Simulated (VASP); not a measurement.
Be2ZnTe4S:

```
Be Zn Te S
1.0
     3.90000    0.00000    0.00000
     0.00000    3.90000    0.00000
     0.00000    0.00000   11.94000
Be Zn Te S
2 1 4 1
Direct
  0.50000 0.50000 0.17000
  0.00000 0.00000 0.40800
  0.00000 0.00000 0.00000
  0.50000 0.00000 0.28900
  0.00000 0.50000 0.52800
  0.50000 0.00000 0.85600
  0.50000 0.50000 0.69200
  0.00000 0.50000 0.10400
```

```yaml
Program: VASP 6.6.1
Task: relaxation of cell and atoms
Functional: PBE
Potentials_or_basis: VASP PAW PBE potentials, release 64 (Be, Zn, Te, S)
Cutoff: 600 eV
k_mesh: 4 × 4 × 2
Occupations: gaussian, width 0.2 eV
Spin: no spin polarisation
```

At the start: pressure 10.9 GPa; volume 22.70 Å³/atom.

Task: Where does the relaxation end?

Result: Over 17 steps the energy falls by 240.8 meV/atom and the volume is 25.53 Å³/atom (+12.5 %); space group Pmm2 (No. 25, to 0.05 Å).

The path:
```tsv
step	energy change (eV)	largest force (eV/Å)	pressure (GPa)	volume (Å³)
1	0.0000	3.3151	10.94	181.61
2	-1.4802	0.7476	-3.38	225.20
3	-1.5592	0.8973	-1.58	215.64
4	-1.7408	0.5616	-0.77	210.56
5	-1.8074	0.3450	0.19	205.84
6	-1.8084	0.3448	0.34	205.17
7	-1.8340	0.2496	-0.04	206.23
8	-1.8475	0.2995	-0.51	207.67
9	-1.8665	0.2395	0.01	205.22
10	-1.8707	0.2729	0.40	203.50
11	-1.8881	0.2891	0.13	204.16
12	-1.8968	0.3668	-0.18	205.01
13	-1.9128	0.3183	-0.13	204.53
14	-1.9175	0.2818	-0.05	204.14
15	-1.9241	0.0874	0.04	203.83
16	-1.9249	0.0865	0.09	203.66
17	-1.9264	0.0410	-0.05	204.27
```

Final structure:
```cif
data_structure
_symmetry_space_group_name_H-M 'P 1'
_symmetry_Int_Tables_number 1
_cell_length_a 3.7268
_cell_length_b 3.9768
_cell_length_c 13.7825
_cell_angle_alpha 90.000
_cell_angle_beta 90.000
_cell_angle_gamma 90.000
_cell_volume 204.27
loop_
_atom_site_label
_atom_site_type_symbol
_atom_site_fract_x
_atom_site_fract_y
_atom_site_fract_z
_atom_site_occupancy
Be1 Be 0.50000 0.50000 0.18849 1
Be2 Be 0.00000 0.00000 0.40055 1
Zn1 Zn 0.00000 0.00000 0.01010 1
Te1 Te 0.50000 0.00000 0.29351 1
Te2 Te 0.00000 0.50000 0.50192 1
Te3 Te 0.50000 0.00000 0.86992 1
Te4 Te 0.50000 0.50000 0.67375 1
S1 S 0.00000 0.50000 0.10876 1
```

Caveat: the k points lie up to 0.42 Å⁻¹ apart in the final cell; the relaxation stopped at a loose force limit of 0.08 eV/Å, so its end isn't a converged minimum.
